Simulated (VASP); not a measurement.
# TaN (P-62m) in VASP: a series of runs

The runs below take TaN through relaxation of cell and atoms, single point, with PBEsol.

Program: VASP 6.6.1. These are calculated values, not measurements. Logs are shortened: lines on timing, memory, paths and dates and some standing lists are left out, and cuts for length are marked.

### 1 The cell of the first run

It takes space group P-62m (No. 189, hexagonal). Conventional cell: a = 5.196 Å, b = 5.196 Å, c = 2.911 Å, α = 90.00°, β = 90.00°, γ = 120.00°. Ta (site symmetry -6) has 6 N at 2.16 Å and 5 Ta at 2.91 to 3.00 Å within 3.0 Å. Within 2.7 Å of Ta (site symmetry -62m) lie 3 N at 2.04 Å. N (site symmetry m2m) has 5 Ta at 2.04 to 2.16 Å and 6 N at 2.77 to 2.91 Å within 3.0 Å.

### 2 Relaxation of cell and atoms, PBEsol

File INCAR:

```
  ALGO = Normal
  EDIFF = 1E-6
  EDIFFG = -0.005
  ENCUT = 600
  GGA = PS
  IBRION = 2
  ISIF = 3
  ISMEAR = 0
  LASPH = T
  LCHARG = F
  LREAL = F
  LUSENCCL = F
  LWAVE = F
  NELM = 100
  NSW = 100
  PREC = Accurate
  SIGMA = 0.1
```

File KPOINTS:

```
k-points
0
Gamma
  12 12 12
```

File POSCAR:

```
TaN
1.0
    5.1960008669      0.0000000000      0.0000000000
   -2.5980004334      4.4998687488      0.0000000000
    0.0000000000      0.0000000000      2.9110000000
Ta N
3 3
Direct
    0.3333333333      0.6666666667      0.5000000000
    0.6666666667      0.3333333333      0.5000000000
    0.0000000000      0.0000000000      0.0000000000
    0.3928500000      0.0000000000      0.0000000000
    0.6071500000      0.6071500000      0.0000000000
    0.0000000000      0.3928500000      0.0000000000
```

Potentials or basis: VASP PAW PBE potentials, release 64 (Ta_pv, N).

Started as:

```console
> cat potpaw_PBE.64/Ta_pv/POTCAR potpaw_PBE.64/N/POTCAR > POTCAR
> mpirun -np 1 vasp_std > vasp.out
```

OUTCAR:

```text
EDIFF = 1E-6
   EDIFFG = -0.005
   ENCUT = 600
   GGA = PS
   IBRION = 2
   ISIF = 3
   ISMEAR = 0
   LASPH = T
   LREAL = F
   NELM = 100
   NSW = 100
   PREC = Accurate

 ion  position               nearest neighbor table
   1  0.333  0.667  0.500-   4 2.16   4 2.16   6 2.16   6 2.16   5 2.16   5 2.16   2 3.00   2 3.00
                             2 3.00   3 3.33   3 3.33   3 3.33   3 3.33   3 3.33   3 3.33
   2  0.667  0.333  0.500-   6 2.16   6 2.16   4 2.16   4 2.16   5 2.16   5 2.16   1 3.00   1 3.00
                             1 3.00   3 3.33   3 3.33   3 3.33   3 3.33   3 3.33   3 3.33
   3  0.000  0.000  0.000-   6 2.04   4 2.04   5 2.04   2 3.33   1 3.33   1 3.33   2 3.33   1 3.33
                             1 3.33   2 3.33   2 3.33   2 3.33   2 3.33   1 3.33   1 3.33
   4  0.393  0.000  0.000-   3 2.04   1 2.16   1 2.16   2 2.16   2 2.16
   5  0.607  0.607  0.000-   3 2.04   2 2.16   2 2.16   1 2.16   1 2.16
   6  0.000  0.393  0.000-   3 2.04   2 2.16   2 2.16   1 2.16   1 2.16

  LATTYP: Found a hexagonal cell.
 ALAT       =     5.1960008669
 C/A-ratio  =     0.5602385516

  Lattice vectors:

 A1 = (   5.1960008669,   0.0000000000,   0.0000000000)
 A2 = (  -2.5980004334,   4.4998687488,   0.0000000000)
 A3 = (   0.0000000000,   0.0000000000,   2.9110000000)

Analysis of symmetry for initial positions (statically):
=====================================================================
 Subroutine PRICEL returns:
 Original cell was already a primitive cell.

 Routine SETGRP: Setting up the symmetry group for a
 hexagonal supercell.

 Subroutine GETGRP returns: Found 12 space group operations
 (whereof 12 operations were pure point group operations)
 out of a pool of 24 trial point group operations.

The static configuration has the point symmetry D_3h.

Analysis of symmetry for dynamics (positions and initial velocities):
=====================================================================
 Subroutine PRICEL returns:
 Original cell was already a primitive cell.

 Routine SETGRP: Setting up the symmetry group for a
 hexagonal supercell.

 Subroutine GETGRP returns: Found 12 space group operations
 (whereof 12 operations were pure point group operations)
 out of a pool of 24 trial point group operations.

The dynamic configuration has the point symmetry D_3h.

 Subroutine INISYM returns: Found 12 space group operations
 (whereof 12 operations are pure point group operations),
 and found     1 'primitive' translations

----------------------------------------------------------------------------------------

                                     Primitive cell

  volume of cell :      68.0630

  direct lattice vectors                    reciprocal lattice vectors
     5.196000867  0.000000000  0.000000000     0.192455703  0.111114352 -0.000000000
    -2.598000433  4.499868749  0.000000000     0.000000000  0.222228704  0.000000000
     0.000000000  0.000000000  2.911000000     0.000000000 -0.000000000  0.343524562

  length of vectors
     5.196000867  5.196000867  2.911000000     0.222228704  0.222228704  0.343524562

  position of ions in fractional coordinates (direct lattice)
     0.333333333  0.666666667  0.500000000
     0.666666667  0.333333333  0.500000000
     0.000000000  0.000000000  0.000000000
     0.392850000  0.000000000  0.000000000
     0.607150000  0.607150000  0.000000000
     1.000000000  0.392850000  0.000000000

  ion indices of the primitive-cell ions
   primitive index   ion index
                 1           1
                 2           2
                 3           3
                 4           4
                 5           5
                 6           6

----------------------------------------------------------------------------------------

 KPOINTS: k-points

Automatic generation of k-mesh.
 Grid dimensions read from file:
 generate k-points for:   12   12   12

 Generating k-lattice:

  Cartesian coordinates                     Fractional coordinates (reciprocal lattice)
     0.016037975  0.009259529 -0.000000000     0.083333333 -0.000000000  0.000000000
     0.000000000  0.018519059  0.000000000     0.000000000  0.083333333  0.000000000
     0.000000000 -0.000000000  0.028627047     0.000000000  0.000000000  0.083333333

  Length of vectors
     0.018519059  0.018519059  0.028627047

  Shift w.r.t. Gamma in fractional coordinates (k-lattice)
     0.000000000  0.000000000  0.000000000

 Subroutine IBZKPT returns following result:
 ===========================================

 Found    133 irreducible k-points:

 Following reciprocal coordinates:
            Coordinates               Weight
  0.000000  0.000000  0.000000      1.000000
  0.083333  0.000000  0.000000      6.000000
  0.166667  0.000000  0.000000      6.000000
  0.250000  0.000000  0.000000      6.000000
  0.333333  0.000000  0.000000      6.000000
  0.416667  0.000000  0.000000      6.000000
[... 16 lines left out ...]
  0.250000  0.000000  0.083333     12.000000
  0.333333  0.000000  0.083333     12.000000
 [... further k-points ...]
   k-points           NKPTS =    133   k-points in BZ     NKDIM =    133   number of bands    NBANDS=     28
   number of dos      NEDOS =    301   number of ions     NIONS =      6
   total plane-waves  NPLWV =  42336
   dimension x,y,z NGX =    42 NGY =   42 NGZ =   24
   dimension x,y,z NGXF=    84 NGYF=   84 NGZF=   48
   ions per type =               3   3
   NGX,Y,Z   is equivalent  to a cutoff of  13.44, 13.44, 13.71 a.u.
   NGXF,Y,Z  is equivalent  to a cutoff of  26.88, 26.88, 27.41 a.u.
 SYSTEM =  unknown system
   PREC   = accura    normal or accurate (medium, high low for compatibility)
   ISTART =      0    job   : 0-new  1-cont  2-samecut
   ICHARG =      2    charge: 1-file 2-atom 10-const
   ISPIN  =      1    spin polarized calculation?
   LNONCOLLINEAR =      F non collinear calculations
   LSORBIT =      F    spin-orbit coupling
   LASPH  =      T    aspherical Exc in radial PAW
   ENCUT  =  600.0 eV  44.10 Ry    6.64 a.u.  10.38 10.38  5.81*2*pi/ulx,y,z
   NELM   =    100;   NELMIN=  2; NELMDL= -5     # of ELM steps
   EDIFF  = 0.1E-05   stopping-criterion for ELM
   LREAL  =      F    real-space projection
   EDIFFG = -.5E-02   stopping-criterion for IOM
   NSW    =    100    number of steps for IOM
   IBRION =      2    ionic relax: 0-MD 1-quasi-New 2-CG
   NFREE  =      1    steps in history (QN), initial steepest desc. (CG)
   ISIF   =      3    stress and relaxation
   ISYM   =      2    0-nonsym 1-usesym 2-fastsym
   POTIM  = 0.5000    time-step for ionic-motion
   TEBEG  =    0.0;   TEEND  =   0.0 temperature during run
   PSTRESS=    0.0 pullay stress
   NELECT =      48.0000    total number of electrons
   NUPDOWN=      -1.0000    fix difference up-down
   EMIN   =  10.00;   EMAX   =-10.00  energy-range for DOS
   EFERMI =   0.00;   METHOD = LEGACY
   ISMEAR =     0;   SIGMA  =   0.10  broadening in eV -4-tet -1-fermi 0-gaus
   EFERMI_NEDOS =   21; number of points for ismear=-14 and -15
   IALGO  =     38    algorithm
   IMIX   =      4    mixing-type and parameters
     AMIX     =   0.40;   BMIX     =  1.00
     AMIX_MAG =   1.60;   BMIX_MAG =  1.00
  volume/ion in A,a.u.               =      11.34        76.55
  Fermi-wavevector in a.u.,A,eV,Ry     =   1.457197  2.753702 28.890910  2.123422
  Thomas-Fermi vector in A             =   2.574026
   LORBIT       =      0    0 simple, 1 ext, 2 COOP (PROOUT), +10 PAW based schemes
   GGA     = PS    functional components
   LHFCALC =     F    Hartree Fock is set to
   AEXX    =    0.0000 exact exchange contribution
   IVDW    =     0    specifies the selected vdW correction
   LEPSILON=     F    determine dielectric tensor
   LRPA    =     F    only Hartree local field effects (RPA)
 conjugate gradient relaxation of ions
 non-spin polarized calculation
 Gauss-broadening in eV      SIGMA  =   0.10
  energy-cutoff  :      600.00
  volume of cell :       68.06
 maximum number of plane-waves:      2306
 NGX is ok and might be reduce to    42

--------------------------------------- Ionic step        1  -------------------------------------------

 number of electron      48.0000003 magnetization

 Free energy of the ion-electron system (eV)
  ---------------------------------------------------
  ext. energy  EPLUGINS =         0.00000000
  ---------------------------------------------------
  free energy    TOTEN  =       -71.45128178 eV

  energy without entropy =      -71.44905699  energy(sigma->0) =      -71.45016938

------------------------ aborting loop because EDIFF is reached ----------------------------------------

  FORCE on cell =-STRESS in cart. coord.  units (eV):
  Direction    XX          YY          ZZ          XY          YZ          ZX
  --------------------------------------------------------------------------------------
  -------------------------------------------------------------------------------------
  Total       -1.1003885     -1.1003885     -1.6956404     -0.0000000     -0.0000000      0.0000000
  in kB      -25.9027192    -25.9027192    -39.9147181     -0.0000000     -0.0000000      0.0000000
  external PRESSURE =     -30.5733855 kB  Pullay stress =       0.0000000 kB
[... 305 lines left out ...]
  energy  without entropy=      -71.4556795804  energy(sigma->0) =      -71.45680637

--------------------------------------- Ionic step        9  -------------------------------------------

 number of electron      48.0000002 magnetization

 Free energy of the ion-electron system (eV)
  ---------------------------------------------------
  ext. energy  EPLUGINS =         0.00000000
  ---------------------------------------------------
  free energy    TOTEN  =       -71.45793842 eV

  energy without entropy =      -71.45569096  energy(sigma->0) =      -71.45681469

 E-fermi :   8.3624     XC(G=0): -13.2119

 val. band max:        8.3317983262   @ k =   0.2500   0.0000   0.1667
 cond. band min:       8.3693740513   @ k =   0.1667   0.0000   0.0000
 fundamental gap:      0.0375757251
 Fermi energy:         8.3623552785

 k-point     1 :       0.0000    0.0000    0.0000
  band No.  band energies     occupation
      1     -27.8980      2.00000
      2     -27.8980      2.00000
      3     -27.5364      2.00000
      4     -27.5364      2.00000
      5     -27.3465      2.00000
      6     -27.2345      2.00000
[... 733 lines left out ...]
     27      10.0723      0.00000
     28      10.3544      0.00000

 [... further k-points ...]

------------------------ aborting loop because EDIFF is reached ----------------------------------------

  FORCE on cell =-STRESS in cart. coord.  units (eV):
  Direction    XX          YY          ZZ          XY          YZ          ZX
  --------------------------------------------------------------------------------------
  -------------------------------------------------------------------------------------
  Total        0.0140268      0.0140268     -0.0046644      0.0000000     -0.0000000     -0.0000000
  in kB        0.3333297      0.3333297     -0.1108445      0.0000000     -0.0000000     -0.0000000
  external PRESSURE =       0.1852717 kB  Pullay stress =       0.0000000 kB
[... 21 lines left out ...]
  FREE ENERGIE OF THE ION-ELECTRON SYSTEM (eV)
  ---------------------------------------------------
  free  energy   TOTEN  =       -71.4579384203 eV

  energy  without entropy=      -71.4556909584  energy(sigma->0) =      -71.45681469

 reached required accuracy - stopping structural energy minimisation
```

Run time: 17 min. Hardware: 1 × NVIDIA H100 80GB with 1 thread of AMD EPYC 7R13 (Zen 3), shared host; peak memory 1.4 GiB.

What came out:

* Free energy: -71.4579 eV
* Relaxed volume: 11.24 Å³/atom
* Relaxed cell: a = 5.183 Å, b = 5.183 Å, c = 2.898 Å, α = 90.00°, β = 90.00°, γ = 120.00°
* Space group after relaxing (to 0.1 Å): P-62m (No. 189)
* Energy gained by relaxing: 1.1 meV/atom
* Ionic steps: 9
* Pressure after relaxing: 0.0 GPa
* Band gap on the k mesh: zero (bands 24 and 25 overlap by 3.20 eV)

Step by step:
| step | energy change (eV) | largest force (eV/Å) | pressure (GPa) | volume (Å³) |
| --- | --- | --- | --- | --- |
| 1 | 0.0000 | 0.0222 | -3.06 | 68.06 |
| 2 | 0.0298 | 0.1070 | 7.93 | 65.95 |
| 3 | -0.0064 | 0.0486 | 0.02 | 67.43 |
| 4 | -0.0064 | 0.0489 | 0.12 | 67.41 |
| 5 | -0.0066 | 0.0025 | 0.02 | 67.43 |
| 6 | -0.0066 | 0.0119 | 0.05 | 67.42 |
| 7 | -0.0066 | 0.0017 | -0.12 | 67.45 |
| 8 | -0.0067 | 0.0047 | -0.07 | 67.44 |
| 9 | -0.0067 | 0.0007 | 0.02 | 67.42 |

Final structure:
```
Ta N
1.0
     5.18325    0.00000    0.00000
    -2.59162    4.48882    0.00000
     0.00000    0.00000    2.89775
Ta N
3 3
Direct
  0.33333 0.66667 0.50000
  0.66667 0.33333 0.50000
  0.00000 0.00000 0.00000
  0.39335 0.00000 0.00000
  0.60665 0.60665 0.00000
  0.00000 0.39335 0.00000
```

Levels at points of the mesh, in eV from the Fermi level:
| k point | band 22 | band 23 | band 24 | band 25 | band 26 | band 27 |
| --- | --- | --- | --- | --- | --- | --- |
| (0.00, 0.00, 0.00) | -3.40 | -2.04 | -1.02 | -1.02 | 0.50 | 0.50 |
| (0.50, 0.00, 0.00) | -3.99 | -2.95 | -2.75 | 1.15 | 1.73 | 1.84 |
| (0.00, 0.00, 0.50) | -3.00 | -3.00 | 1.84 | 1.84 | 1.97 | 2.11 |
| (0.50, 0.00, 0.50) | -3.39 | -2.06 | -1.06 | 0.42 | 1.29 | 3.20 |

Caveat: the PAW data sets were made with another functional, which shifts forces and pressure a little; spin-orbit coupling is left out, which moves the levels of the heavy elements.

### 3 Single point, PBEsol

This run uses another cell than the first one: it holds 12 atoms, not 6.

File INCAR:

```
PREC     = Accurate       # precision mode
ENCUT    = 520            # plane-wave cutoff, eV
EDIFF    = 1E-6           # SCF threshold, eV
ISMEAR   = 0              # smearing method
SIGMA    = 0.1            # smearing width, eV
LREAL    = False          # projectors in reciprocal space
LASPH    = True           # aspherical terms in the spheres
NELM     = 80             # most SCF steps
ALGO     = Normal         # electronic algorithm
ISIF     = 2              # what is computed and relaxed
LWAVE    = False          # write WAVECAR
LCHARG   = False          # write CHGCAR
GGA      = PS             # functional
NBANDS   = 60             # bands
```

File KPOINTS:

```
regular mesh
0
Gamma
  6 6 6
```

File POSCAR:

```
TaN
1.0
    2.5902357687     -4.4864199550      0.0000000000
   -5.1804715375      0.0000000000      0.0000000000
    0.0000000000      0.0000000000     -5.7884547322
Ta N
6 6
Direct
    0.3333333333      0.6666666667      0.2500000000
    0.3333333333      0.6666666667      0.7500000000
    0.6666666667      0.3333333333      0.2500000000
    0.6666666667      0.3333333333      0.7500000000
    1.0000000000      1.0000000000      0.5000000000
    1.0000000000      1.0000000000      0.0000000000
    1.0000000000      0.6067040391      0.5000000000
    1.0000000000      0.6067040391      0.0000000000
    0.3932959609      0.3932959609      0.5000000000
    0.3932959609      0.3932959609      0.0000000000
    0.6067040391      1.0000000000      0.5000000000
    0.6067040391      1.0000000000      0.0000000000
```

Potentials or basis: VASP PAW PBE potentials, release 64 (Ta_pv, N).

Started as:

```console
> cat potpaw_PBE.64/Ta_pv/POTCAR potpaw_PBE.64/N/POTCAR > POTCAR
> mpirun -np 1 vasp_std > vasp.out
```

OUTCAR:

```text
PREC = Accurate
   ENCUT = 520
   EDIFF = 1E-6
   ISMEAR = 0
   LREAL = False
   LASPH = True
   NELM = 80
   ISIF = 2
   GGA = PS

 ion  position               nearest neighbor table
   1  0.333  0.667  0.250-   7 2.15   8 2.15  11 2.15  12 2.15   9 2.15  10 2.15   2 2.89   2 2.89
                             3 2.99   3 2.99   3 2.99   5 3.32   6 3.32   6 3.32   5 3.32   6 3.32
   2  0.333  0.667  0.750-   7 2.15   8 2.15  11 2.15  12 2.15   9 2.15  10 2.15   1 2.89   1 2.89
                             4 2.99   4 2.99   4 2.99   5 3.32   6 3.32   6 3.32   5 3.32   6 3.32
[... 1762 lines left out ...]
 -----------------------------------------------------------------------------
  energy-cutoff  :      520.00
  volume of cell :      134.53
      direct lattice vectors                 reciprocal lattice vectors
     2.590235769 -4.486419955  0.000000000     0.000000000 -0.222894872  0.000000000
    -5.180471537  0.000000000  0.000000000    -0.193032621 -0.111447436  0.000000000
     0.000000000  0.000000000 -5.788454732     0.000000000  0.000000000 -0.172757678

 POSITION                                       TOTAL-FORCE (eV/Angst)
 -----------------------------------------------------------------------------------
     -2.59024     -1.49547     -1.44711         0.000000      0.000000      0.000000
     -2.59024     -1.49547     -4.34134         0.000000      0.000000      0.000000
      0.00000     -2.99095     -1.44711         0.000000      0.000000      0.000000
      0.00000     -2.99095     -4.34134         0.000000      0.000000      0.000000
      0.00000      0.00000     -2.89423         0.000000      0.000000      0.000000
      0.00000      0.00000      0.00000         0.000000      0.000000      0.000000
     -3.14301      0.00000     -2.89423         0.012239      0.000000      0.000000
     -3.14301      0.00000      0.00000         0.012239      0.000000      0.000000
     -1.01873     -1.76449     -2.89423        -0.006120     -0.010599     -0.000000
     -1.01873     -1.76449      0.00000        -0.006120     -0.010599      0.000000
      1.57151     -2.72193     -2.89423        -0.006120      0.010599      0.000000
      1.57151     -2.72193      0.00000        -0.006120      0.010599      0.000000
 -----------------------------------------------------------------------------------
    total drift:                               -0.000003     -0.000005      0.000000

  FREE ENERGIE OF THE ION-ELECTRON SYSTEM (eV)
  ---------------------------------------------------
  free  energy   TOTEN  =      -142.9022343914 eV

  energy  without entropy=     -142.8981466664  energy(sigma->0) =     -142.90019053
```

It took 5.8 min on 1 thread of Intel Xeon 8259CL, shared host; peak memory 0.35 GiB.

What came out:

| Property | Result |
| --- | --- |
| Free energy | -142.9022 eV |
| Pressure | 0.9 GPa |
| Largest force | 0.012 eV/Å |
| Band gap on the k mesh | zero (bands 48 and 49 overlap by 0.10 eV) |

Forces on the atoms (eV/Å):
```
Ta   0.000  0.000  0.000
Ta   0.000  0.000  0.000
Ta   0.000  0.000  0.000
Ta   0.000  0.000  0.000
Ta   0.000  0.000  0.000
Ta   0.000  0.000  0.000
N    0.012  0.000  0.000
N    0.012  0.000  0.000
N   -0.006 -0.011  0.000
N   -0.006 -0.011  0.000
N   -0.006  0.011  0.000
N   -0.006  0.011  0.000
```

Levels at points of the mesh, in eV from the Fermi level:
```csv
k point,band 45,band 46,band 47,band 48,band 49,band 50,band 51,band 52
"(0.00, 0.00, 0.00)",-2.91,-1.95,-0.93,-0.93,0.60,0.60,1.84,1.94
"(0.50, 0.00, 0.00)",-2.87,-2.67,-1.96,-0.97,0.52,1.26,1.39,1.83
"(0.00, 0.00, 0.50)",-2.00,-2.00,-1.15,-1.15,0.41,0.41,1.45,1.45
"(0.50, 0.00, 0.50)",-2.01,-2.01,-0.99,-0.99,0.29,0.29,1.00,1.00
```

Caveat: the PAW data sets were made with another functional, which shifts forces and pressure a little; spin-orbit coupling is left out, which moves the levels of the heavy elements.

(Part 1 of 2 ends here.)
